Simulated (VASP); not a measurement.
# Nb in VASP: further runs

The runs below take Nb through electric field gradients, with PBEsol.

All numbers are computed with VASP 6.6.1; they aren't measurements. Logs are shortened: lines on timing, memory, paths and dates and some standing lists are left out, and cuts for length are marked.

## Step 1: The cell of the first run

It takes space group I4/mmm (No. 139, tetragonal). The conventional cell has a = 2.931 Å, b = 2.931 Å, c = 4.230 Å, α = 90.00°, β = 90.00°, γ = 90.00°. Within 3.9 Å of Nb (site symmetry 4/mmm) lie 12 Nb at 2.93 to 2.96 Å.

## Step 2: Electric field gradients, PBEsol (equal xx and yy strain of -2 %)

INCAR

```
SYSTEM = Nb
ALGO = Normal ; EDIFF = 1E-8
ENCUT = 520 ; GGA = PS
ISIF = 2 ; ISMEAR = -1
LASPH = .True. ; LCHARG = .False.
LEFG = .True. ; LREAL = .False.
LWAVE = .False. ; NBANDS = 12
NELM = 100 ; PREC = Accurate
SIGMA = 0.08
```

KPOINTS

```
k-points
0
Gamma
  13 13 13
  0 0 0
```

POSCAR

```
Nb
1.0
    0.0000000000      2.0727000000      2.1150000000
    2.0727000000      0.0000000000      2.1150000000
    2.0727000000      2.0727000000      0.0000000000
Nb
1
Direct
    0.0000000000      0.0000000000      0.0000000000
```

Potentials or basis: VASP PAW PBE potentials, release 64 (Nb_sv).

On the command line:

```sh
$ cat potpaw_PBE.64/Nb_sv/POTCAR > POTCAR
$ mpirun -np 1 vasp_std > vasp.out
```

OUTCAR:

```text
SYSTEM = Nb
   EDIFF = 1E-8
   ENCUT = 520
   GGA = PS
   ISIF = 2
   ISMEAR = -1
   LASPH = .True.
   LREAL = .False.
   NELM = 100
   PREC = Accurate

 ion  position               nearest neighbor table
   1  0.000  0.000  0.000-

  LATTYP: Found a body centered tetragonal cell.
 ALAT       =     2.9312404507
 C/A-ratio  =     1.4430750636

  Lattice vectors:

 A1 = (  -2.0727000000,   0.0000000000,   2.1150000000)
 A2 = (   2.0727000000,   0.0000000000,   2.1150000000)
 A3 = (   0.0000000000,   2.0727000000,  -2.1150000000)

Analysis of symmetry for initial positions (statically):
=====================================================================
 Subroutine PRICEL returns:
 Original cell was already a primitive cell.

 Routine SETGRP: Setting up the symmetry group for a
 body centered tetragonal supercell.

 Subroutine GETGRP returns: Found 16 space group operations
 (whereof 16 operations were pure point group operations)
 out of a pool of 16 trial point group operations.

The static configuration has the point symmetry D_4h.

Analysis of symmetry for dynamics (positions and initial velocities):
=====================================================================
 Subroutine PRICEL returns:
 Original cell was already a primitive cell.

 Routine SETGRP: Setting up the symmetry group for a
 body centered tetragonal supercell.

 Subroutine GETGRP returns: Found 16 space group operations
 (whereof 16 operations were pure point group operations)
 out of a pool of 16 trial point group operations.

The dynamic configuration has the point symmetry D_4h.

 Subroutine INISYM returns: Found 16 space group operations
 (whereof 16 operations are pure point group operations),
 and found     1 'primitive' translations

----------------------------------------------------------------------------------------

                                     Primitive cell

  volume of cell :      18.1724

  direct lattice vectors                    reciprocal lattice vectors
     0.000000000  2.072700000  2.115000000    -0.241231244  0.241231244  0.236406619
     2.072700000  0.000000000  2.115000000     0.241231244 -0.241231244  0.236406619
     2.072700000  2.072700000  0.000000000     0.241231244  0.241231244 -0.236406619

  length of vectors
     2.961302127  2.961302127  2.931240451     0.415057967  0.415057967  0.415057967

  position of ions in fractional coordinates (direct lattice)
     0.000000000  0.000000000  0.000000000

  ion indices of the primitive-cell ions
   primitive index   ion index
                 1           1

----------------------------------------------------------------------------------------

 KPOINTS: k-points

Automatic generation of k-mesh.
 Grid dimensions read from file:
 generate k-points for:   13   13   13

 Generating k-lattice:

  Cartesian coordinates                     Fractional coordinates (reciprocal lattice)
    -0.018556250  0.018556250  0.018185125     0.076923077  0.000000000  0.000000000
     0.018556250 -0.018556250  0.018185125     0.000000000  0.076923077  0.000000000
     0.018556250  0.018556250 -0.018185125    -0.000000000 -0.000000000  0.076923077

  Length of vectors
     0.031927536  0.031927536  0.031927536

  Shift w.r.t. Gamma in fractional coordinates (k-lattice)
     0.000000000  0.000000000  0.000000000

 Subroutine IBZKPT returns following result:
 ===========================================

 Found    196 irreducible k-points:

 Following reciprocal coordinates:
            Coordinates               Weight
  0.000000  0.000000  0.000000      1.000000
  0.076923 -0.000000  0.000000      8.000000
  0.153846  0.000000  0.000000      8.000000
  0.230769 -0.000000  0.000000      8.000000
  0.307692  0.000000  0.000000      8.000000
  0.384615 -0.000000  0.000000      8.000000
[... 16 lines left out ...]
  0.384615  0.153846  0.000000      8.000000
  0.461538  0.153846  0.000000      8.000000
 [... further k-points ...]
   k-points           NKPTS =    196   k-points in BZ     NKDIM =    196   number of bands    NBANDS=     12
   number of dos      NEDOS =    301   number of ions     NIONS =      1
   total plane-waves  NPLWV =  13824
   dimension x,y,z NGX =    24 NGY =   24 NGZ =   24
   dimension x,y,z NGXF=    48 NGYF=   48 NGZF=   48
   ions per type =               1
   NGX,Y,Z   is equivalent  to a cutoff of  13.47, 13.47, 13.61 a.u.
   NGXF,Y,Z  is equivalent  to a cutoff of  26.95, 26.95, 27.22 a.u.
 SYSTEM =  Nb
   PREC   = accura    normal or accurate (medium, high low for compatibility)
   ISTART =      0    job   : 0-new  1-cont  2-samecut
   ICHARG =      2    charge: 1-file 2-atom 10-const
   ISPIN  =      1    spin polarized calculation?
   LNONCOLLINEAR =      F non collinear calculations
   LSORBIT =      F    spin-orbit coupling
   LASPH  =      T    aspherical Exc in radial PAW
   ENCUT  =  520.0 eV  38.22 Ry    6.18 a.u.   5.51  5.51  5.45*2*pi/ulx,y,z
   NELM   =    100;   NELMIN=  2; NELMDL= -5     # of ELM steps
   EDIFF  = 0.1E-07   stopping-criterion for ELM
   LREAL  =      F    real-space projection
   EDIFFG = 0.1E-06   stopping-criterion for IOM
   NSW    =      0    number of steps for IOM
   IBRION =     -1    ionic relax: 0-MD 1-quasi-New 2-CG
   NFREE  =      0    steps in history (QN), initial steepest desc. (CG)
   ISIF   =      2    stress and relaxation
   ISYM   =      2    0-nonsym 1-usesym 2-fastsym
   POTIM  = 0.5000    time-step for ionic-motion
   TEBEG  =    0.0;   TEEND  =   0.0 temperature during run
   PSTRESS=    0.0 pullay stress
   NELECT =      13.0000    total number of electrons
   NUPDOWN=      -1.0000    fix difference up-down
   EMIN   =  10.00;   EMAX   =-10.00  energy-range for DOS
   EFERMI =   0.00;   METHOD = LEGACY
   ISMEAR =    -1;   SIGMA  =   0.08  broadening in eV -4-tet -1-fermi 0-gaus
   EFERMI_NEDOS =   21; number of points for ismear=-14 and -15
   IALGO  =     38    algorithm
   IMIX   =      4    mixing-type and parameters
     AMIX     =   0.40;   BMIX     =  1.00
     AMIX_MAG =   1.60;   BMIX_MAG =  1.00
  volume/ion in A,a.u.               =      18.17       122.63
  Fermi-wavevector in a.u.,A,eV,Ry     =   1.464148  2.766838 29.167193  2.143728
  Thomas-Fermi vector in A             =   2.580158
   LORBIT       =      0    0 simple, 1 ext, 2 COOP (PROOUT), +10 PAW based schemes
   GGA     = PS    functional components
   LHFCALC =     F    Hartree Fock is set to
   AEXX    =    0.0000 exact exchange contribution
   IVDW    =     0    specifies the selected vdW correction
   LEPSILON=     F    determine dielectric tensor
   LRPA    =     F    only Hartree local field effects (RPA)
 non-spin polarized calculation
  energy-cutoff  :      520.00
  volume of cell :       18.17
 maximum number of plane-waves:       531
 NGX is ok and might be reduce to    24
   NGX = 11   NGY = 11   NGZ = 11

 number of electron      13.0000001 magnetization

 Free energy of the ion-electron system (eV)
  ---------------------------------------------------
  ext. energy  EPLUGINS =         0.00000000
  ---------------------------------------------------
  free energy    TOTEN  =       -10.62447022 eV

  energy without entropy =      -10.59195971  energy(sigma->0) =      -10.60821497

 E-fermi :  11.2663     XC(G=0): -12.5858

 val. band max:       11.2626621968   @ k =   0.3077   0.1538   0.0000
 cond. band min:      11.2902453800   @ k =  -0.3846   0.2308   0.0769
 fundamental gap:      0.0275831832
 Fermi energy:        11.2663335784

 k-point     1 :       0.0000    0.0000    0.0000
  band No.  band energies     occupation
      1     -43.3745      2.00000
      2     -18.7212      2.00000
      3     -18.7162      2.00000
      4     -18.7162      2.00000
      5       4.9559      2.00000
      6      11.2054      1.36353
      7      11.4503      0.18232
      8      11.4503      0.18232
      9      13.9064      0.00000
     10      14.2424      0.00000
     11      23.1571      0.00000
     12      27.6269      0.00000
[... 331 lines left out ...]
 k-point    24 :       0.4615    0.1538    0.0000
  band No.  band energies     occupation
      1     -43.1494      2.00000
      2     -19.8712      2.00000
      3     -19.0543      2.00000
      4     -18.9374      2.00000
      5       7.9759      2.00000
      6      10.1620      2.00000
      7      11.2329      1.20602
      8      12.1484      0.00003
      9      16.1836      0.00000
     10      16.6576      0.00000
     11      22.3965      0.00000
     12      24.8905      0.00000

 [... further k-points ...]

------------------------ aborting loop because EDIFF is reached ----------------------------------------

  FORCE on cell =-STRESS in cart. coord.  units (eV):
  Direction    XX          YY          ZZ          XY          YZ          ZX
  --------------------------------------------------------------------------------------
  -------------------------------------------------------------------------------------
  Total       -0.2654896     -0.2654896      0.3785868      0.0000000      0.0000000      0.0000000
  in kB      -23.4069488    -23.4069488     33.3781885      0.0000000      0.0000000      0.0000000
  external PRESSURE =      -4.4785697 kB  Pullay stress =       0.0000000 kB

 VOLUME and BASIS-vectors are now :
 -----------------------------------------------------------------------------
  energy-cutoff  :      520.00
  volume of cell :       18.17
      direct lattice vectors                 reciprocal lattice vectors
     0.000000000  2.072700000  2.115000000    -0.241231244  0.241231244  0.236406619
     2.072700000  0.000000000  2.115000000     0.241231244 -0.241231244  0.236406619
     2.072700000  2.072700000  0.000000000     0.241231244  0.241231244 -0.236406619

 POSITION                                       TOTAL-FORCE (eV/Angst)
 -----------------------------------------------------------------------------------
      0.00000      0.00000      0.00000        -0.000000      0.000000      0.000000
 -----------------------------------------------------------------------------------
    total drift:                                0.000000     -0.000000     -0.000000

  FREE ENERGIE OF THE ION-ELECTRON SYSTEM (eV)
  ---------------------------------------------------
  free  energy   TOTEN  =       -10.6244702237 eV

  energy  without entropy=      -10.5919597082  energy(sigma->0) =      -10.60821497

 Electric field gradients (V/A^2)
---------------------------------------------------------------------
 ion       V_xx      V_yy      V_zz      V_xy      V_xz      V_yz
---------------------------------------------------------------------
   1       6.464     6.464   -12.928    -0.000    -0.000    -0.000
---------------------------------------------------------------------

 Electric field gradients after diagonalization (V/A^2)
 (convention: |V_zz| > |V_xx| > |V_yy|)
----------------------------------------------------------------------
 ion       V_xx      V_yy      V_zz     asymmetry (V_yy - V_xx)/ V_zz
----------------------------------------------------------------------
   1       6.464     6.464   -12.928       0.000
----------------------------------------------------------------------

           NMR quadrupolar parameters

 Cq : quadrupolar parameter    Cq=e*Q*V_zz/h
 eta: asymmetry parameters     (V_yy - V_xx)/ V_zz
 Q  : nuclear electric quadrupole moment in mb (millibarn)
----------------------------------------------------------------------
 ion       Cq(MHz)       eta       Q (mb)
----------------------------------------------------------------------
   1      -0.031       0.000       1.000
----------------------------------------------------------------------
```

Wall time 34 s (1 thread of AMD EPYC 9R14 (Zen 4), shared host); peak memory 0.14 GiB.

Results:

```yaml
Free_energy: -10.6245 eV
Pressure: -0.4 GPa
```

Stress tensor (GPa, compression positive):
```
-2.34  0.00  0.00
 0.00 -2.34  0.00
 0.00  0.00  3.34
```

Electric field gradients, principal values (V/Å²):
```tsv
atom	least	middle	greatest (by size)
1 Nb	6.464	6.464	-12.928
```

Caveat: the cell differs from its parent crystal (equal xx and yy strain of -2 %); without QUAD_EFG the Cq values of the log hold for a quadrupole moment of 1 mb, not for the nuclei; the PAW data sets were made with another functional, which shifts forces and pressure a little.

## Step 3: Electric field gradients, PBEsol (equal xx and yy strain of +2 %)

INCAR

```
SYSTEM = Nb
PREC     = Accurate       ! precision mode
ENCUT    = 520            ! plane-wave cutoff, eV
EDIFF    = 1E-8           ! SCF threshold, eV
ISMEAR   = -1             ! smearing method
SIGMA    = 0.08           ! smearing width, eV
LREAL    = .False.        ! projectors in reciprocal space
LASPH    = .True.         ! aspherical terms in the spheres
NELM     = 100            ! most SCF steps
ALGO     = Normal         ! electronic algorithm
ISIF     = 2              ! what is computed and relaxed
LWAVE    = .False.        ! write WAVECAR
LCHARG   = .False.        ! write CHGCAR
GGA      = PS             ! functional
LEFG     = .True.       
NBANDS   = 12             ! bands
```

KPOINTS

```
Automatic mesh
0
Gamma
  13 13 13
  0 0 0
```

POSCAR

```
Nb
1.0
    0.0000000000      2.1573000000      2.1150000000
    2.1573000000      0.0000000000      2.1150000000
    2.1573000000      2.1573000000      0.0000000000
Nb
1
Direct
    0.0000000000      0.0000000000      0.0000000000
```

Potentials or basis: VASP PAW PBE potentials, release 64 (Nb_sv).

On the command line:

```sh
$ cat potpaw_PBE.64/Nb_sv/POTCAR > POTCAR
$ mpirun -np 1 vasp_std > vasp.out
```

OUTCAR:

```text
SYSTEM = Nb
   PREC = Accurate
   ENCUT = 520
   EDIFF = 1E-8
   ISMEAR = -1
   LREAL = .False.
   LASPH = .True.
   NELM = 100
   ISIF = 2
   GGA = PS

 ion  position               nearest neighbor table
   1  0.000  0.000  0.000-

  LATTYP: Found a body centered tetragonal cell.
 ALAT       =     3.0508829181
 C/A-ratio  =     1.3864838847

  Lattice vectors:

 A1 = (   0.0000000000,  -2.1573000000,  -2.1150000000)
 A2 = (   0.0000000000,   2.1573000000,  -2.1150000000)
 A3 = (   2.1573000000,   0.0000000000,   2.1150000000)
[... 564 lines left out ...]
    total drift:                               -0.000000      0.000000      0.000000

  FREE ENERGIE OF THE ION-ELECTRON SYSTEM (eV)
  ---------------------------------------------------
  free  energy   TOTEN  =       -10.5607228781 eV

  energy  without entropy=      -10.5273880288  energy(sigma->0) =      -10.54405545

 Electric field gradients (V/A^2)
---------------------------------------------------------------------
 ion       V_xx      V_yy      V_zz      V_xy      V_xz      V_yz
---------------------------------------------------------------------
   1      -5.338    -5.338    10.676     0.000     0.000     0.000
---------------------------------------------------------------------

 Electric field gradients after diagonalization (V/A^2)
 (convention: |V_zz| > |V_xx| > |V_yy|)
----------------------------------------------------------------------
 ion       V_xx      V_yy      V_zz     asymmetry (V_yy - V_xx)/ V_zz
----------------------------------------------------------------------
   1      -5.338    -5.338    10.676       0.000
----------------------------------------------------------------------

           NMR quadrupolar parameters

 Cq : quadrupolar parameter    Cq=e*Q*V_zz/h
 eta: asymmetry parameters     (V_yy - V_xx)/ V_zz
 Q  : nuclear electric quadrupole moment in mb (millibarn)
----------------------------------------------------------------------
 ion       Cq(MHz)       eta       Q (mb)
----------------------------------------------------------------------
   1       0.026       0.000       1.000
----------------------------------------------------------------------
```

stdout:

```text
POSCAR found type information on POSCAR Nb
 POSCAR found :  1 types and       1 ions
 scaLAPACK will be used
 -----------------------------------------------------------------------------
|                                                                             |
|                                                                             |
|     You enforced a specific xc type in the INCAR file but a different       |
|     I HOPE YOU KNOW WHAT YOU ARE DOING!                                     |
|                                                                             |
 -----------------------------------------------------------------------------

 LDA part: xc-table for (Slater+PW92), standard interpolation
 POSCAR, INCAR and KPOINTS ok, starting setup
 FFT: planning ... GRIDC
 FFT: planning ... GRID_SOFT
 FFT: planning ... GRID
 WAVECAR not read
 entering main loop
ion   1
```

Wall time 34 s (1 thread of AMD EPYC 9R14 (Zen 4), shared host); peak memory 0.14 GiB.

Results:

| Item | Value |
| --- | --- |
| Free energy | -10.5607 eV |
| Pressure | -12.5 GPa |

Stress tensor (GPa, compression positive):
```
-11.00   0.00   0.00
  0.00 -11.00   0.00
  0.00   0.00 -15.51
```

Levels at points of the mesh, in eV from the Fermi level:
```
           k point  band 3  band 4  band 5  band 6  band 7  band 8  band 9  band 10
(0.00, 0.00, 0.00)  -30.23  -30.23   -6.11    0.08    0.08    0.30    2.43     2.71
```

Electric field gradients, principal values (V/Å²):
| atom | least | middle | greatest (by size) |
| --- | --- | --- | --- |
| 1 Nb | -5.338 | -5.338 | 10.676 |

Caveat: the cell differs from its parent crystal (equal xx and yy strain of +2 %); without QUAD_EFG the Cq values of the log hold for a quadrupole moment of 1 mb, not for the nuclei; the PAW data sets were made with another functional, which shifts forces and pressure a little.

[end of part 1 of 2]
